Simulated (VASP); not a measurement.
# Tc (P6_3/mmc) in VASP: further runs, part 3 of 3

VASP 6.6.1. Earlier steps stand in the parts before.

## 5. Single point, PBEsol+D3(BJ)

This run uses another cell than the first one, of 13.71 Å³/atom, 0.964 times its volume.

Contents of INCAR:

```
PREC = Accurate
ENCUT = 520
EDIFF = 1E-7
ISMEAR = -1
SIGMA = 0.05
LREAL = F
LASPH = T
NELM = 100
ALGO = Normal
ISIF = 2
LWAVE = F
LCHARG = F
GGA = PS
IVDW = 12
NBANDS = 34
```

Contents of KPOINTS:

```
Automatic mesh
0
Gamma
  11 11 3
```

Contents of POSCAR:

```
Tc
1.0
    2.6999839250      0.0000000000      0.0000000000
   -1.3499919625      2.3382546689      0.0000000000
    0.0000000000      0.0000000000      8.6862667416
Tc
4
Direct
    0.6666666667      0.3333333333      0.7500000000
    0.0000000000      0.0000000000      0.5000000000
    0.3333333333      0.6666666667      0.2500000000
    0.0000000000      0.0000000000      0.0000000000
```

Potentials or basis: VASP PAW PBE potentials, release 64 (Tc_pv).

Run with:

```
$ cat potpaw_PBE.64/Tc_pv/POTCAR > POTCAR
$ mpirun -np 1 vasp_std > vasp.out
```

OUTCAR:

```text
PREC = Accurate
   ENCUT = 520
   EDIFF = 1E-7
   ISMEAR = -1
   LREAL = F
   LASPH = T
   NELM = 100
   ISIF = 2
   GGA = PS
   IVDW = 12
 IVDW          = 12

 ion  position               nearest neighbor table
   1  0.667  0.333  0.750-   2 2.67   4 2.67   2 2.67   4 2.67   2 2.67   4 2.67
   2  0.000  0.000  0.500-   1 2.67   3 2.67   1 2.67   3 2.67   1 2.67   3 2.67
   3  0.333  0.667  0.250-   2 2.67   4 2.67   2 2.67   4 2.67   2 2.67   4 2.67
   4  0.000  0.000  0.000-   1 2.67   3 2.67   1 2.67   3 2.67   1 2.67   3 2.67

  LATTYP: Found a hexagonal cell.
 ALAT       =     2.6999839250
 C/A-ratio  =     3.2171549842

  Lattice vectors:

 A1 = (   2.6999839250,   0.0000000000,   0.0000000000)
 A2 = (  -1.3499919625,   2.3382546689,   0.0000000000)
 A3 = (   0.0000000000,   0.0000000000,   8.6862667416)

Analysis of symmetry for initial positions (statically):
=====================================================================
 Subroutine PRICEL returns:
 Original cell was already a primitive cell.

 Routine SETGRP: Setting up the symmetry group for a
 hexagonal supercell.

 Subroutine GETGRP returns: Found 24 space group operations
 (whereof 12 operations were pure point group operations)
 out of a pool of 24 trial point group operations.

The static configuration has the point symmetry D_3d.
 The point group associated with its full space group is D_6h.

Analysis of symmetry for dynamics (positions and initial velocities):
=====================================================================
 Subroutine PRICEL returns:
 Original cell was already a primitive cell.

 Routine SETGRP: Setting up the symmetry group for a
 hexagonal supercell.

 Subroutine GETGRP returns: Found 24 space group operations
 (whereof 12 operations were pure point group operations)
 out of a pool of 24 trial point group operations.
[... 122 lines left out ...]
   EFERMI_NEDOS =   21; number of points for ismear=-14 and -15
   IALGO  =     38    algorithm
   IMIX   =      4    mixing-type and parameters
     AMIX     =   0.40;   BMIX     =  1.00
     AMIX_MAG =   1.60;   BMIX_MAG =  1.00
  volume/ion in A,a.u.               =      13.71        92.52
  Fermi-wavevector in a.u.,A,eV,Ry     =   1.608350  3.039341 35.195411  2.586790
  Thomas-Fermi vector in A             =   2.704233
   LORBIT       =      0    0 simple, 1 ext, 2 COOP (PROOUT), +10 PAW based schemes
   GGA     = PS    functional components
   LHFCALC =     F    Hartree Fock is set to
   AEXX    =    0.0000 exact exchange contribution
   IVDW    =    12    specifies the selected vdW correction
   LEPSILON=     F    determine dielectric tensor
   LRPA    =     F    only Hartree local field effects (RPA)
 non-spin polarized calculation
  energy-cutoff  :      520.00
  volume of cell :       54.84
 maximum number of plane-waves:      1501
 NGX is ok and might be reduce to    20
   NGX =  9   NGY =  9   NGZ = 33

 number of electron      51.9999992 magnetization

 Free energy of the ion-electron system (eV)
  ---------------------------------------------------
  ext. energy  EPLUGINS =         0.00000000
  ---------------------------------------------------
  free energy    TOTEN  =       -45.04607504 eV

  energy without entropy =      -45.02082741  energy(sigma->0) =      -45.03345122

 E-fermi :  13.3203     XC(G=0): -14.1983

 val. band max:       13.3090586360   @ k =   0.0909   0.0000   0.0000
 cond. band min:      13.3472029346   @ k =   0.3636   0.0000   0.0000
 fundamental gap:      0.0381442985
 Fermi energy:        13.3203410061

 k-point     1 :       0.0000    0.0000    0.0000
  band No.  band energies     occupation
      1     -26.2795      2.00000
      2     -25.5923      2.00000
      3     -25.4918      2.00000
      4     -24.9858      2.00000
      5     -24.9858      2.00000
      6     -24.8898      2.00000
[... 877 lines left out ...]
     33      15.7548      0.00000
     34      16.3635      0.00000

 [... further k-points ...]

------------------------ aborting loop because EDIFF is reached ----------------------------------------

 Edisp (eV)   -2.57611

 E8    (eV) :    -1.7749

  FORCE on cell =-STRESS in cart. coord.  units (eV):
  Direction    XX          YY          ZZ          XY          YZ          ZX
  --------------------------------------------------------------------------------------
  -------------------------------------------------------------------------------------
  Total      -0.25005    -0.25005    -0.25928    -0.00000     0.00000     0.00000
  in kB      -7.30551    -7.30551    -7.57530    -0.00000     0.00000     0.00000
  external pressure =       -7.40 kB  Pullay stress =        0.00 kB

 VOLUME and BASIS-vectors are now :
 -----------------------------------------------------------------------------
  energy-cutoff  :      520.00
  volume of cell :       54.84
      direct lattice vectors                 reciprocal lattice vectors
     2.699983925  0.000000000  0.000000000     0.370372575  0.213834706  0.000000000
    -1.349991963  2.338254669  0.000000000     0.000000000  0.427669412  0.000000000
     0.000000000  0.000000000  8.686266742     0.000000000  0.000000000  0.115124256

 POSITION                                       TOTAL-FORCE (eV/Angst)
 -----------------------------------------------------------------------------------
      1.34999      0.77942      6.51470        -0.000000      0.000000     -0.000000
      0.00000      0.00000      4.34313        -0.000000      0.000000      0.000000
     -0.00000      1.55884      2.17157         0.000000     -0.000000      0.000000
      0.00000      0.00000      0.00000        -0.000000      0.000000      0.000000
 -----------------------------------------------------------------------------------
    total drift:                                0.000000     -0.000000      0.000000

  FREE ENERGIE OF THE ION-ELECTRON SYSTEM (eV)
  ---------------------------------------------------
  free  energy   TOTEN  =       -47.6221873351 eV

  energy  without entropy=      -47.5969397053  energy(sigma->0) =      -47.60956352
```

OSZICAR:

```text
N       E                     dE             d eps       ncg     rms          rms(c)
DAV:   1     0.721433142140E+03    0.72143E+03   -0.31381E+04  2272   0.161E+03
DAV:   2    -0.210089843043E+02   -0.74244E+03   -0.72464E+03  2316   0.498E+02
DAV:   3    -0.479368570168E+02   -0.26928E+02   -0.26229E+02  2552   0.106E+02
DAV:   4    -0.483323901777E+02   -0.39553E+00   -0.39196E+00  2508   0.130E+01
DAV:   5    -0.483369399625E+02   -0.45498E-02   -0.45472E-02  2368   0.136E+00    0.383E+01
DAV:   6    -0.454590898009E+02    0.28779E+01   -0.63992E+00  2280   0.182E+01    0.124E+01
DAV:   7    -0.450750773077E+02    0.38401E+00   -0.14215E+00  2470   0.783E+00    0.143E+00
DAV:   8    -0.450687205037E+02    0.63568E-02   -0.11365E-01  2528   0.347E+00    0.127E+00
DAV:   9    -0.450458266995E+02    0.22894E-01   -0.51471E-02  2698   0.223E+00    0.140E-01
DAV:  10    -0.450460818937E+02   -0.25519E-03   -0.22132E-03  2398   0.371E-01    0.520E-02
DAV:  11    -0.450460767422E+02    0.51515E-05   -0.78553E-05  2504   0.856E-02    0.149E-02
DAV:  12    -0.450460774121E+02   -0.66992E-06   -0.68792E-06  2640   0.218E-02    0.740E-03
DAV:  13    -0.450460753212E+02    0.20910E-05   -0.43976E-07  2136   0.669E-03    0.152E-03
DAV:  14    -0.450460749156E+02    0.40558E-06   -0.61379E-08  1150   0.211E-03    0.251E-04
DAV:  15    -0.450460750442E+02   -0.12862E-06   -0.76695E-09  1118   0.752E-04    0.105E-04
DAV:  16    -0.450460750393E+02    0.49167E-08   -0.11085E-09  1114   0.264E-04
   1 F= -.47622187E+02 E0= -.47609564E+02  d E =-.252476E-01
```

It took 30 s on 1 thread of Intel Xeon 6975P-C (Granite Rapids), shared host; peak memory 0.2 GiB.

Results:

```yaml
Free_energy: -47.6222 eV
Pressure: -0.7 GPa
Band_gap_on_the_k_mesh: zero (band 26 reaches 15.19 eV, above the bottom of band 27 at 12.10 eV)
Dispersion_energy_per_atom: -0.644 eV
```

Caveat: the PAW data sets were made with another functional, which shifts forces and pressure a little; pairwise dispersion overbinds metals, which lowers pressure and volume.

## 6. Overview

| level | cell | gap on the mesh (eV) | pressure (GPa) |
| --- | --- | --- | --- |
| PBE | a = 2.733, b = 2.733, c = 8.793 Å, angles 90.0, 90.0, 120.0°, 4 atoms | none | 4.3 |
| PBE | a = 2.741, b = 2.741, c = 8.820 Å, angles 90.0, 90.0, 120.0°, 4 atoms | none | 1.3 |
| PBE | a = 2.748, b = 2.748, c = 8.839 Å, angles 90.0, 90.0, 120.0°, 4 atoms | none | -0.7 |
| PBEsol+D3(BJ) | a = 2.700, b = 2.700, c = 8.686 Å, angles 90.0, 90.0, 120.0°, 4 atoms | none | -0.7 |

Alike in all rows: task single point; potentials or basis VASP PAW PBE potentials, release 64 (Tc_pv); no spin polarisation; k mesh 11 × 11 × 3; cutoff (eV) 520; smearing fermi-dirac 0.05 eV.

Caveats: the PAW data sets were made with another functional, which shifts forces and pressure a little (some runs); pairwise dispersion overbinds metals, which lowers pressure and volume (some runs).

Absolute energies hang on the potentials; compare differences alone.
